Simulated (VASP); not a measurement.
# GaN (P6_3mc) in VASP: relaxation of the atoms with r2SCAN

Aim: the relaxation of the atoms of GaN with r2SCAN.

Everything below comes from runs of VASP 6.6.1. Logs are shortened: lines on timing, memory, paths and dates and some standing lists are left out, and cuts for length are marked.

**1. The cell of the first run**

The structure is hexagonal, space group P6_3mc (No. 186). The conventional cell has a = 3.170 Å, b = 3.170 Å, c = 5.185 Å, α = 90.00°, β = 90.00°, γ = 120.00°. Within 2.6 Å of Ga (site symmetry 3m) lie 4 N at 1.94 to 1.95 Å. N (site symmetry 3m) has 4 Ga at 1.94 to 1.95 Å within 2.6 Å.

**2. Relaxation of the atoms, r2SCAN**

Contents of POSCAR:

```
GaN
1.0
    3.1698660000      0.0000000000      0.0000000000
   -1.5849330000      2.7451844800      0.0000000000
    0.0000000000      0.0000000000      5.1850000000
Ga N
2 2
Direct
    0.3333333333      0.6666666667      0.0000000000
    0.6666666667      0.3333333333      0.5000000000
    0.3333333333      0.6666666667      0.3770000000
    0.6666666667      0.3333333333      0.8770000000
```

Contents of INCAR.step1:

```
  PREC = Accurate
  ENCUT = 520
  ISMEAR = 0
  SIGMA = 0.05
  LREAL = F
  LASPH = T
  NELM = 60
  GGA = PE
  ALGO = Normal
  EDIFF = 1E-4
  LWAVE = T
  LCHARG = F
```

Contents of INCAR.step2:

```
  PREC = Accurate
  ENCUT = 520
  EDIFF = 1E-6
  ISMEAR = 0
  SIGMA = 0.05
  LREAL = F
  LASPH = T
  NELM = 60
  ALGO = Normal
  ISIF = 2
  LWAVE = F
  LCHARG = F
  METAGGA = R2SCAN
  LMIXTAU = T
  IBRION = 2
  NSW = 80
  EDIFFG = -0.003
  ISTART = 1
```

Contents of KPOINTS:

```
Automatic mesh
0
Gamma
  8 8 5
```

Potentials or basis: VASP PAW PBE potentials, release 64 (Ga_d, N).

Command:

```console
$ cat potpaw_PBE.64/Ga_d/POTCAR potpaw_PBE.64/N/POTCAR > POTCAR
$ cp INCAR.step1 INCAR
$ mpirun -np 1 vasp_std > vasp.out
$ cp INCAR.step2 INCAR
$ mpirun -np 1 vasp_std > vasp.out
```

OUTCAR:

```text
PREC = Accurate
   ENCUT = 520
   EDIFF = 1E-6
   ISMEAR = 0
   LREAL = F
   LASPH = T
   NELM = 60
   ISIF = 2
   METAGGA = R2SCAN
   IBRION = 2
   NSW = 80
   EDIFFG = -0.003
   ISTART = 1

 ion  position               nearest neighbor table
   1  0.333  0.667  0.000-   4 1.94   4 1.94   4 1.94   3 1.95
   2  0.667  0.333  0.500-   3 1.94   3 1.94   3 1.94   4 1.95
   3  0.333  0.667  0.377-   2 1.94   2 1.94   2 1.94   1 1.95
   4  0.667  0.333  0.877-   1 1.94   1 1.94   1 1.94   2 1.95

  LATTYP: Found a hexagonal cell.
 ALAT       =     3.1698660000
 C/A-ratio  =     1.6357158315

  Lattice vectors:

 A1 = (   3.1698660000,   0.0000000000,   0.0000000000)
 A2 = (  -1.5849330000,   2.7451844800,   0.0000000000)
 A3 = (   0.0000000000,   0.0000000000,   5.1850000000)

Analysis of symmetry for initial positions (statically):
=====================================================================
 Subroutine PRICEL returns:
 Original cell was already a primitive cell.

 Routine SETGRP: Setting up the symmetry group for a
 hexagonal supercell.

 Subroutine GETGRP returns: Found 12 space group operations
 (whereof  6 operations were pure point group operations)
 out of a pool of 24 trial point group operations.

The static configuration has the point symmetry C_3v.
 The point group associated with its full space group is C_6v.

Analysis of symmetry for dynamics (positions and initial velocities):
=====================================================================
 Subroutine PRICEL returns:
 Original cell was already a primitive cell.

 Routine SETGRP: Setting up the symmetry group for a
 hexagonal supercell.

 Subroutine GETGRP returns: Found 12 space group operations
 (whereof  6 operations were pure point group operations)
 out of a pool of 24 trial point group operations.

The dynamic configuration has the point symmetry C_3v.
 The point group associated with its full space group is C_6v.

 Subroutine INISYM returns: Found 12 space group operations
 (whereof  6 operations are pure point group operations),
 and found     1 'primitive' translations

----------------------------------------------------------------------------------------

                                     Primitive cell

  volume of cell :      45.1192

  direct lattice vectors                    reciprocal lattice vectors
     3.169866000  0.000000000  0.000000000     0.315470749  0.182137122  0.000000000
    -1.584933000  2.745184480  0.000000000     0.000000000  0.364274244  0.000000000
     0.000000000  0.000000000  5.185000000     0.000000000  0.000000000  0.192864031

  length of vectors
     3.169866000  3.169865998  5.185000000     0.364274243  0.364274244  0.192864031

  position of ions in fractional coordinates (direct lattice)
     0.333333333  0.666666667  0.000000000
     0.666666667  0.333333333  0.500000000
     0.333333333  0.666666667  0.377000000
     0.666666667  0.333333333  0.877000000

  ion indices of the primitive-cell ions
   primitive index   ion index
                 1           1
                 2           2
                 3           3
                 4           4

----------------------------------------------------------------------------------------

 KPOINTS: Automatic mesh

Automatic generation of k-mesh.
 Grid dimensions read from file:
 generate k-points for:    8    8    5

 Generating k-lattice:

  Cartesian coordinates                     Fractional coordinates (reciprocal lattice)
     0.039433844  0.022767140  0.000000000     0.125000000  0.000000000  0.000000000
     0.000000000  0.045534280  0.000000000     0.000000000  0.125000000  0.000000000
     0.000000000  0.000000000  0.038572806     0.000000000  0.000000000  0.200000000

  Length of vectors
     0.045534280  0.045534280  0.038572806

  Shift w.r.t. Gamma in fractional coordinates (k-lattice)
     0.000000000  0.000000000  0.000000000

 Subroutine IBZKPT returns following result:
 ===========================================

 Found     30 irreducible k-points:

 Following reciprocal coordinates:
            Coordinates               Weight
  0.000000  0.000000  0.000000      1.000000
  0.125000 -0.000000  0.000000      6.000000
  0.250000 -0.000000  0.000000      6.000000
  0.375000  0.000000  0.000000      6.000000
  0.500000 -0.000000  0.000000      3.000000
  0.125000  0.125000  0.000000      6.000000
[... 16 lines left out ...]
  0.250000 -0.000000  0.400000     12.000000
  0.375000  0.000000  0.400000     12.000000
 [... further k-points ...]
   k-points           NKPTS =     30   k-points in BZ     NKDIM =     30   number of bands    NBANDS=     22
   number of dos      NEDOS =    301   number of ions     NIONS =      4
   total plane-waves  NPLWV =  23040
   dimension x,y,z NGX =    24 NGY =   24 NGZ =   40
   dimension x,y,z NGXF=    48 NGYF=   48 NGZF=   80
   ions per type =               2   2
   NGX,Y,Z   is equivalent  to a cutoff of  12.59, 12.59, 12.83 a.u.
   NGXF,Y,Z  is equivalent  to a cutoff of  25.17, 25.17, 25.65 a.u.
 SYSTEM =  unknown system
   PREC   = accura    normal or accurate (medium, high low for compatibility)
   ISTART =      1    job   : 0-new  1-cont  2-samecut
   ICHARG =      0    charge: 1-file 2-atom 10-const
   ISPIN  =      1    spin polarized calculation?
   LNONCOLLINEAR =      F non collinear calculations
   LSORBIT =      F    spin-orbit coupling
   LASPH  =      T    aspherical Exc in radial PAW
   ENCUT  =  520.0 eV  38.22 Ry    6.18 a.u.   5.89  5.89  9.64*2*pi/ulx,y,z
   NELM   =     60;   NELMIN=  2; NELMDL=  0     # of ELM steps
   EDIFF  = 0.1E-05   stopping-criterion for ELM
   LREAL  =      F    real-space projection
   EDIFFG = -.3E-02   stopping-criterion for IOM
   NSW    =     80    number of steps for IOM
   IBRION =      2    ionic relax: 0-MD 1-quasi-New 2-CG
   NFREE  =      1    steps in history (QN), initial steepest desc. (CG)
   ISIF   =      2    stress and relaxation
   ISYM   =      2    0-nonsym 1-usesym 2-fastsym
   POTIM  = 0.5000    time-step for ionic-motion
   TEBEG  =    0.0;   TEEND  =   0.0 temperature during run
   PSTRESS=    0.0 pullay stress
   NELECT =      36.0000    total number of electrons
   NUPDOWN=      -1.0000    fix difference up-down
   EMIN   =  10.00;   EMAX   =-10.00  energy-range for DOS
   EFERMI =   0.00;   METHOD = LEGACY
   ISMEAR =     0;   SIGMA  =   0.05  broadening in eV -4-tet -1-fermi 0-gaus
   EFERMI_NEDOS =   21; number of points for ismear=-14 and -15
   IALGO  =     38    algorithm
   IMIX   =      4    mixing-type and parameters
     AMIX     =   0.40;   BMIX     =  1.00
     AMIX_MAG =   1.60;   BMIX_MAG =  1.00
  volume/ion in A,a.u.               =      11.28        76.12
  Fermi-wavevector in a.u.,A,eV,Ry     =   1.518408  2.869376 31.369104  2.305564
  Thomas-Fermi vector in A             =   2.627533
   LORBIT       =      0    0 simple, 1 ext, 2 COOP (PROOUT), +10 PAW based schemes
   METAGGA = R2SCAN    functional components
   LHFCALC =     F    Hartree Fock is set to
   AEXX    =    0.0000 exact exchange contribution
   IVDW    =     0    specifies the selected vdW correction
   LEPSILON=     F    determine dielectric tensor
   LRPA    =     F    only Hartree local field effects (RPA)
 conjugate gradient relaxation of ions
 non-spin polarized calculation
 Gauss-broadening in eV      SIGMA  =   0.05
  energy-cutoff  :      520.00
  volume of cell :       45.12
 maximum number of plane-waves:      1244
 NGX is ok and might be reduce to    24
   NGX = 11   NGY = 11   NGZ = 19

--------------------------------------- Ionic step        1  -------------------------------------------

 number of electron      36.0000005 magnetization

 Free energy of the ion-electron system (eV)
  ---------------------------------------------------
  ext. energy  EPLUGINS =         0.00000000
  ---------------------------------------------------
  free energy    TOTEN  =       -43.81508305 eV

  energy without entropy =      -43.81508305  energy(sigma->0) =      -43.81508305

------------------------ aborting loop because EDIFF is reached ----------------------------------------

  FORCE on cell =-STRESS in cart. coord.  units (eV):
  Direction    XX          YY          ZZ          XY          YZ          ZX
  --------------------------------------------------------------------------------------
  -------------------------------------------------------------------------------------
  Total        0.9732674      0.9732674      0.3843742      0.0000000      0.0000000     -0.0000000
  in kB       34.5606237     34.5606236     13.6490881      0.0000000      0.0000000     -0.0000000
  external PRESSURE =      27.5901118 kB  Pullay stress =       0.0000000 kB
[... 61 lines left out ...]
  energy  without entropy=      -43.8155197565  energy(sigma->0) =      -43.81551976

--------------------------------------- Ionic step        3  -------------------------------------------

 number of electron      36.0000005 magnetization

 Free energy of the ion-electron system (eV)
  ---------------------------------------------------
  ext. energy  EPLUGINS =         0.00000000
  ---------------------------------------------------
  free energy    TOTEN  =       -43.81553359 eV

  energy without entropy =      -43.81553359  energy(sigma->0) =      -43.81553359

 E-fermi :   5.4300     XC(G=0): -12.7118

 val. band max:        5.2003802588   @ k =   0.0000   0.0000   0.0000
 cond. band min:       7.5813389761   @ k =   0.0000   0.0000   0.0000
 fundamental gap:      2.3809587173
 Fermi energy:         5.4299905393

 k-point     1 :       0.0000    0.0000    0.0000
  band No.  band energies     occupation
      1     -11.6925      2.00000
      2     -10.6640      2.00000
      3      -8.6470      2.00000
      4      -8.6291      2.00000
      5      -8.6291      2.00000
      6      -8.5594      2.00000
[... 574 lines left out ...]
      6      -8.4290      2.00000
[... 14 lines left out ...]
     21      13.4328      0.00000
     22      13.9626      0.00000

 [... further k-points ...]
[... 5 lines left out ...]
  --------------------------------------------------------------------------------------
  -------------------------------------------------------------------------------------
  Total        0.9010522      0.9010522      0.5126824      0.0000000     -0.0000000      0.0000000
  in kB       31.9962673     31.9962672     18.2052974      0.0000000     -0.0000000      0.0000000
  external PRESSURE =      27.3992773 kB  Pullay stress =       0.0000000 kB
[... 19 lines left out ...]
  FREE ENERGIE OF THE ION-ELECTRON SYSTEM (eV)
  ---------------------------------------------------
  free  energy   TOTEN  =       -43.8155335915 eV

  energy  without entropy=      -43.8155335915  energy(sigma->0) =      -43.81553359

 reached required accuracy - stopping structural energy minimisation
```

It took 3.8 min on 1 thread of Intel Xeon Platinum 8488C (Sapphire Rapids), shared host; peak memory 0.18 GiB.

Results:

```
Free energy               : -43.8155 eV
Energy gained by relaxing : 0.1 meV/atom
Ionic steps               : 3
Pressure after relaxing   : 2.7 GPa
Band gap on the k mesh    : 2.38 eV
```

Step by step:
```tsv
step	energy change (eV)	largest force (eV/Å)	pressure (GPa)
1	0.0000	0.0738	2.76
2	-0.0004	0.0133	2.74
3	-0.0005	0.0001	2.74
```

Final structure:
```
Ga N
1.0
     3.16987    0.00000    0.00000
    -1.58493    2.74518    0.00000
     0.00000    0.00000    5.18500
Ga N
2 2
Direct
  0.33333 0.66667 0.00058
  0.66667 0.33333 0.50058
  0.33333 0.66667 0.37642
  0.66667 0.33333 0.87642
```

Caveat: the PAW data sets were made with another functional, which shifts forces and pressure a little.
